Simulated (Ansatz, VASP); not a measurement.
## BaC5 in VASP and in Ansatz

File INCAR:

```
SYSTEM = BaC5
PREC = Accurate
ENCUT = 910
EDIFF = 1E-7
ISMEAR = 0
SIGMA = 0.1
LREAL = .False.
LASPH = .True.
NELM = 120
ALGO = Normal
ISIF = 3
LWAVE = .False.
LCHARG = .False.
GGA = PE
IBRION = 2
NSW = 100
EDIFFG = -0.01
GGA_COMPAT = .False.
NELMIN = 4
```

File KPOINTS:

```
Automatic mesh
0
Gamma
  9 9 14
  0 0 0
```

Contents of POSCAR:

```
BaC5
1.0
    5.1352948813      0.0000000000      0.0000000000
   -2.5676474407      4.4472958232      0.0000000000
    0.0000000000      0.0000000000      2.7599281016
Ba C
1 5
Direct
    0.0000000000      0.0000000000      0.0000000000
    0.5000000000      0.0000000000      0.0000000000
    0.0000000000      0.5000000000      0.0000000000
    0.5000000000      0.5000000000      0.0000000000
    0.3333333333      0.6666666667      0.5000000000
    0.6666666667      0.3333333333      0.5000000000
```

Input for Ansatz:

```yaml
crystal:
  lattice:
    - [5.1352948813, 0.0, 0.0]
    - [-2.5676474407, 4.4472958232, 0.0]
    - [0.0, 0.0, 2.7599281016]
  atoms:
    - { symbol: Ba, position: [0.0, 0.0, 0.0] }
    - { symbol: C, position: [0.5, 0.0, 0.0] }
    - { symbol: C, position: [0.0, 0.5, 0.0] }
    - { symbol: C, position: [0.5, 0.5, 0.0] }
    - { symbol: C, position: [0.3333333333, 0.6666666667, 0.5] }
    - { symbol: C, position: [0.6666666667, 0.3333333333, 0.5] }
basis:
  ecutwfc: 420
kpoints:
  mp_grid: { grid: [9, 9, 14] }
hamiltonian:
  xc: pbe
scf:
  occupations: { method: gaussian, width: 0.1 }
output:
  forces: true
  stress: true
  eigenvalues: true
  write_density: true
  write_potential: true
  elf: true
  volumetric_format: npy
relax:
  adjacent_minimum: "off"
  f_tol: 0.01
  max_steps: 80
  cell: { stress_tol: 0.05 }
```

Alike in both runs: task relaxation of cell and atoms; functional PBE; k mesh 9 × 9 × 14; occupations gaussian, width 0.1 eV; no spin polarisation.

```csv
,VASP,Ansatz
version,VASP 6.6.1,Ansatz 0.2.0
potentials or method,"VASP PAW PBE potentials, release 64 (Ba_sv, C_h), cutoff 910 eV","scalar-relativistic, plane waves, PAW"
valence electrons in the cell,30,30
```

VASP gave:

* gap on the k mesh at the Fermi level, each at its own relaxed structure (eV): none
* relaxed volume (Å³/atom): 10.85
* relaxed length of the cell vector where the two differ most in proportion (Å): 2.787

Estimate Ansatz's values.

gap on the k mesh at the Fermi level, each at its own relaxed structure (eV): none; relaxed volume (Å³/atom): 10.49; relaxed length of the cell vector where the two differ most in proportion (Å): 2.752.

A gap of «none» marks a metal or a gap that the smearing closes.

Neither program's run includes spin-orbit coupling. Noted on VASP's run: the cutoff is under 1.25 times that of the potentials, so the pressure is a little rough.
